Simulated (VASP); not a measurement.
# GaN (zincblende type) (F-43m) in VASP: single point with r2SCAN

Aim: the single point of GaN (zincblende type) with r2SCAN.

Program: VASP 6.6.1. These are calculated values, not measurements. Logs are shortened: lines on timing, memory, paths and dates and some standing lists are left out, and cuts for length are marked.

## Step 1: The cell of the first run

Symmetry: F-43m, No. 216, cubic system. The conventional cell has a = 3.876 Å, b = 3.876 Å, c = 3.876 Å, α = 90.00°, β = 90.00°, γ = 90.00°. Within 2.2 Å of Ga (site symmetry -43m) lie 4 N at 1.68 Å. N (site symmetry -43m) has 4 Ga at 1.68 Å within 2.2 Å.

## Step 2: Single point, r2SCAN (volume scaled by 0.64, level accurate)

POSCAR reads:

```
GaN
1.0
    0.0000000000      1.9380841199      1.9380841199
    1.9380841199      0.0000000000      1.9380841199
    1.9380841199      1.9380841199      0.0000000000
Ga N
1 1
Direct
    0.0000000000      0.0000000000      0.0000000000
    0.2500000000      0.2500000000      0.2500000000
```

INCAR.step1 reads:

```
SYSTEM = GaN
ALGO     = Normal         ! electronic algorithm
EDIFF    = 1E-4           ! SCF threshold, eV
ENCUT    = 520            ! plane-wave cutoff, eV
GGA      = PE             ! functional
ISMEAR   = -1             ! smearing method
LASPH    = .True.         ! aspherical terms in the spheres
LCHARG   = .False.        ! write CHGCAR
LREAL    = .False.        ! projectors in reciprocal space
LWAVE    = .True.         ! write WAVECAR
NBANDS   = 16             ! bands
NELM     = 80             ! most SCF steps
PREC     = Accurate       ! precision mode
SIGMA    = 0.08           ! smearing width, eV
```

INCAR.step2 reads:

```
SYSTEM = GaN
ALGO     = Normal         ! electronic algorithm
EDIFF    = 1E-6           ! SCF threshold, eV
ENCUT    = 520            ! plane-wave cutoff, eV
ISIF     = 2              ! what is computed and relaxed
ISMEAR   = -1             ! smearing method
ISTART   = 1            
LASPH    = .True.         ! aspherical terms in the spheres
LCHARG   = .True.         ! write CHGCAR
LELF     = .True.         ! ELF
LMIXTAU  = .True.       
LREAL    = .False.        ! projectors in reciprocal space
LVHAR    = .True.       
LWAVE    = .False.        ! write WAVECAR
METAGGA  = R2SCAN         ! meta-GGA
NBANDS   = 16             ! bands
NELM     = 80             ! most SCF steps
PREC     = Accurate       ! precision mode
SIGMA    = 0.08           ! smearing width, eV
```

KPOINTS reads:

```
k-points
0
Gamma
  17 17 17
  0 0 0
```

Potentials or basis: VASP PAW PBE potentials, release 64 (Ga_d, N).

On the command line:

```console
cat potpaw_PBE.64/Ga_d/POTCAR potpaw_PBE.64/N/POTCAR > POTCAR
cp INCAR.step1 INCAR
mpirun -np 1 vasp_std > vasp.out
cp INCAR.step2 INCAR
mpirun -np 1 vasp_std > vasp.out
```

OUTCAR:

```text
SYSTEM = GaN
   EDIFF = 1E-6
   ENCUT = 520
   ISIF = 2
   ISMEAR = -1
   ISTART = 1
   LASPH = .True.
   LREAL = .False.
   METAGGA = R2SCAN
   NELM = 80
   PREC = Accurate

 ion  position               nearest neighbor table
   1  0.000  0.000  0.000-   2 1.68   2 1.68   2 1.68   2 1.68
   2  0.250  0.250  0.250-   1 1.68   1 1.68   1 1.68   1 1.68

  LATTYP: Found a face centered cubic cell.
 ALAT       =     3.8761682398

  Lattice vectors:

 A1 = (   0.0000000000,   1.9380841199,   1.9380841199)
 A2 = (   1.9380841199,   0.0000000000,   1.9380841199)
 A3 = (   1.9380841199,   1.9380841199,   0.0000000000)

Analysis of symmetry for initial positions (statically):
=====================================================================
 Subroutine PRICEL returns:
 Original cell was already a primitive cell.

 Routine SETGRP: Setting up the symmetry group for a
 face centered cubic supercell.

 Subroutine GETGRP returns: Found 24 space group operations
 (whereof 24 operations were pure point group operations)
 out of a pool of 48 trial point group operations.

The static configuration has the point symmetry T_d .

Analysis of symmetry for dynamics (positions and initial velocities):
=====================================================================
 Subroutine PRICEL returns:
 Original cell was already a primitive cell.

 Routine SETGRP: Setting up the symmetry group for a
 face centered cubic supercell.

 Subroutine GETGRP returns: Found 24 space group operations
 (whereof 24 operations were pure point group operations)
 out of a pool of 48 trial point group operations.

The dynamic configuration has the point symmetry T_d .

 Subroutine INISYM returns: Found 24 space group operations
 (whereof 24 operations are pure point group operations),
 and found     1 'primitive' translations

----------------------------------------------------------------------------------------

                                     Primitive cell

  volume of cell :      14.5595

  direct lattice vectors                    reciprocal lattice vectors
     0.000000000  1.938084120  1.938084120    -0.257986738  0.257986738  0.257986738
     1.938084120  0.000000000  1.938084120     0.257986738 -0.257986738  0.257986738
     1.938084120  1.938084120  0.000000000     0.257986738  0.257986738 -0.257986738

  length of vectors
     2.740864847  2.740864847  2.740864847     0.446846138  0.446846138  0.446846138

  position of ions in fractional coordinates (direct lattice)
     0.000000000  0.000000000  0.000000000
     0.250000000  0.250000000  0.250000000

  ion indices of the primitive-cell ions
   primitive index   ion index
                 1           1
                 2           2

----------------------------------------------------------------------------------------

 KPOINTS: k-points

Automatic generation of k-mesh.
 Grid dimensions read from file:
 generate k-points for:   17   17   17

 Generating k-lattice:

  Cartesian coordinates                     Fractional coordinates (reciprocal lattice)
    -0.015175690  0.015175690  0.015175690     0.058823529  0.000000000  0.000000000
     0.015175690 -0.015175690  0.015175690     0.000000000  0.058823529  0.000000000
     0.015175690  0.015175690 -0.015175690     0.000000000  0.000000000  0.058823529

  Length of vectors
     0.026285067  0.026285067  0.026285067

  Shift w.r.t. Gamma in fractional coordinates (k-lattice)
     0.000000000  0.000000000  0.000000000

 Subroutine IBZKPT returns following result:
 ===========================================

 Found    165 irreducible k-points:

 Following reciprocal coordinates:
            Coordinates               Weight
  0.000000  0.000000  0.000000      1.000000
  0.058824  0.000000  0.000000      8.000000
  0.117647  0.000000  0.000000      8.000000
  0.176471  0.000000  0.000000      8.000000
  0.235294  0.000000  0.000000      8.000000
  0.294118  0.000000  0.000000      8.000000
[... 16 lines left out ...]
 -0.176471  0.058824  0.000000     24.000000
 -0.117647  0.058824  0.000000     24.000000
 [... further k-points ...]
   k-points           NKPTS =    165   k-points in BZ     NKDIM =    165   number of bands    NBANDS=     16
   number of dos      NEDOS =    301   number of ions     NIONS =      2
   total plane-waves  NPLWV =   8000
   dimension x,y,z NGX =    20 NGY =   20 NGZ =   20
   dimension x,y,z NGXF=    40 NGYF=   40 NGZF=   40
   ions per type =               1   1
   NGX,Y,Z   is equivalent  to a cutoff of  12.13, 12.13, 12.13 a.u.
   NGXF,Y,Z  is equivalent  to a cutoff of  24.26, 24.26, 24.26 a.u.
 SYSTEM =  GaN
   PREC   = accura    normal or accurate (medium, high low for compatibility)
   ISTART =      1    job   : 0-new  1-cont  2-samecut
   ICHARG =      0    charge: 1-file 2-atom 10-const
   ISPIN  =      1    spin polarized calculation?
   LNONCOLLINEAR =      F non collinear calculations
   LSORBIT =      F    spin-orbit coupling
   LASPH  =      T    aspherical Exc in radial PAW
   ENCUT  =  520.0 eV  38.22 Ry    6.18 a.u.   5.10  5.10  5.10*2*pi/ulx,y,z
   NELM   =     80;   NELMIN=  2; NELMDL=  0     # of ELM steps
   EDIFF  = 0.1E-05   stopping-criterion for ELM
   LREAL  =      F    real-space projection
   EDIFFG = 0.1E-04   stopping-criterion for IOM
   NSW    =      0    number of steps for IOM
   IBRION =     -1    ionic relax: 0-MD 1-quasi-New 2-CG
   NFREE  =      0    steps in history (QN), initial steepest desc. (CG)
   ISIF   =      2    stress and relaxation
   ISYM   =      2    0-nonsym 1-usesym 2-fastsym
   POTIM  = 0.5000    time-step for ionic-motion
   TEBEG  =    0.0;   TEEND  =   0.0 temperature during run
   PSTRESS=    0.0 pullay stress
   NELECT =      18.0000    total number of electrons
   NUPDOWN=      -1.0000    fix difference up-down
   EMIN   =  10.00;   EMAX   =-10.00  energy-range for DOS
   EFERMI =   0.00;   METHOD = LEGACY
   ISMEAR =    -1;   SIGMA  =   0.08  broadening in eV -4-tet -1-fermi 0-gaus
   EFERMI_NEDOS =   21; number of points for ismear=-14 and -15
   IALGO  =     38    algorithm
   IMIX   =      4    mixing-type and parameters
     AMIX     =   0.40;   BMIX     =  1.00
     AMIX_MAG =   1.60;   BMIX_MAG =  1.00
  volume/ion in A,a.u.               =       7.28        49.13
  Fermi-wavevector in a.u.,A,eV,Ry     =   1.757046  3.320335 42.004034  3.087209
  Thomas-Fermi vector in A             =   2.826477
   LORBIT       =      0    0 simple, 1 ext, 2 COOP (PROOUT), +10 PAW based schemes
   METAGGA = R2SCAN    functional components
   LHFCALC =     F    Hartree Fock is set to
   AEXX    =    0.0000 exact exchange contribution
   IVDW    =     0    specifies the selected vdW correction
   LEPSILON=     F    determine dielectric tensor
   LRPA    =     F    only Hartree local field effects (RPA)
 non-spin polarized calculation
  energy-cutoff  :      520.00
  volume of cell :       14.56
 maximum number of plane-waves:       401
   NGX = 11   NGY = 11   NGZ = 11

 number of electron      18.0000009 magnetization

 Free energy of the ion-electron system (eV)
  ---------------------------------------------------
  ext. energy  EPLUGINS =         0.00000000
  ---------------------------------------------------
  free energy    TOTEN  =       -17.89190554 eV

  energy without entropy =      -17.89190554  energy(sigma->0) =      -17.89190554

 E-fermi :  12.9534     XC(G=0): -15.5726

 val. band max:       11.4560700697   @ k =   0.0000   0.0000   0.0000
 cond. band min:      15.3353928851   @ k =   0.4706   0.4706   0.0000
 fundamental gap:      3.8793228154
 Fermi energy:        12.9534195913

 k-point     1 :       0.0000    0.0000    0.0000
  band No.  band energies     occupation
      1     -10.4920      2.00000
      2      -4.0070      2.00000
      3      -4.0070      2.00000
      4      -4.0070      2.00000
      5      -2.7999      2.00000
      6      -2.7998      2.00000
[... 8 lines left out ...]
     15      34.9479      0.00000
     16      34.9480      0.00000

 k-point     2 :       0.0588    0.0000    0.0000
  band No.  band energies     occupation
      1     -10.4175      2.00000
      2      -4.0058      2.00000
      3      -3.9910      2.00000
      4      -3.9909      2.00000
      5      -2.8026      2.00000
      6      -2.8026      2.00000
[... 8 lines left out ...]
     15      34.0129      0.00000
     16      34.1370      0.00000

 k-point     3 :       0.1176    0.0000    0.0000
  band No.  band energies     occupation
      1     -10.1998      2.00000
      2      -3.9941      2.00000
      3      -3.9463      2.00000
      4      -3.9463      2.00000
      5      -2.8085      2.00000
      6      -2.8085      2.00000
[... 8 lines left out ...]
     15      32.8772      0.00000
     16      33.3856      0.00000

 k-point     4 :       0.1765    0.0000    0.0000
  band No.  band energies     occupation
      1      -9.8583      2.00000
      2      -3.9478      2.00000
      3      -3.8834      2.00000
      4      -3.8834      2.00000
      5      -2.8106      2.00000
      6      -2.8106      2.00000
[... 8 lines left out ...]
     15      32.2759      0.00000
     16      32.8620      0.00000
[... 324 lines left out ...]
 k-point    22 :      -0.2353    0.0588    0.0000
  band No.  band energies     occupation
      1      -9.2237      2.00000
      2      -3.8141      2.00000
      3      -3.7901      2.00000
      4      -3.7203      2.00000
      5      -2.8361      2.00000
      6      -2.7405      2.00000
[... 8 lines left out ...]
     15      32.8851      0.00000
     16      34.3993      0.00000

 k-point    23 :      -0.1765    0.0588    0.0000
  band No.  band energies     occupation
      1      -9.6646      2.00000
      2      -3.9322      2.00000
      3      -3.8565      2.00000
      4      -3.8200      2.00000
      5      -2.8455      2.00000
      6      -2.7712      2.00000
[... 8 lines left out ...]
     15      32.5397      0.00000
     16      34.4623      0.00000

 k-point    24 :      -0.1176    0.0588    0.0000
  band No.  band energies     occupation
      1     -10.0360      2.00000
      2      -3.9925      2.00000
      3      -3.9220      2.00000
      4      -3.8922      2.00000
      5      -2.8364      2.00000
      6      -2.7860      2.00000
[... 8 lines left out ...]
     15      32.4596      0.00000
     16      35.0677      0.00000

 [... further k-points ...]

------------------------ aborting loop because EDIFF is reached ----------------------------------------

  FORCE on cell =-STRESS in cart. coord.  units (eV):
  Direction    XX          YY          ZZ          XY          YZ          ZX
  --------------------------------------------------------------------------------------
  -------------------------------------------------------------------------------------
  Total       20.5757489     20.5757489     20.5757489     -0.0000000      0.0000000      0.0000000
  in kB     2264.2186776   2264.2186776   2264.2186776     -0.0000000      0.0000000      0.0000000
  external PRESSURE =    2264.2186776 kB  Pullay stress =       0.0000000 kB

 VOLUME and BASIS-vectors are now :
 -----------------------------------------------------------------------------
  energy-cutoff  :      520.00
  volume of cell :       14.56
      direct lattice vectors                 reciprocal lattice vectors
     0.000000000  1.938084120  1.938084120    -0.257986738  0.257986738  0.257986738
     1.938084120  0.000000000  1.938084120     0.257986738 -0.257986738  0.257986738
     1.938084120  1.938084120  0.000000000     0.257986738  0.257986738 -0.257986738

 POSITION                                       TOTAL-FORCE (eV/Angst)
 -----------------------------------------------------------------------------------
      0.00000      0.00000      0.00000        -0.000000     -0.000000     -0.000000
      0.96904      0.96904      0.96904         0.000000      0.000000      0.000000
 -----------------------------------------------------------------------------------
    total drift:                                0.000014      0.000014      0.000013

  FREE ENERGIE OF THE ION-ELECTRON SYSTEM (eV)
  ---------------------------------------------------
  free  energy   TOTEN  =       -17.8919055384 eV

  energy  without entropy=      -17.8919055383  energy(sigma->0) =      -17.89190554
```

Run time: 51 s. Hardware: 1 thread of Intel Xeon 6975P-C (Granite Rapids), shared host; peak memory 0.16 GiB.

Results:

```
Free energy            : -17.8919 eV
Pressure               : 226.4 GPa
Band gap on the k mesh : 3.88 eV, indirect (least direct gap 4.96 eV)
```

Caveat: the PAW data sets were made with another functional, which shifts forces and pressure a little. A k mesh can miss the band edges.
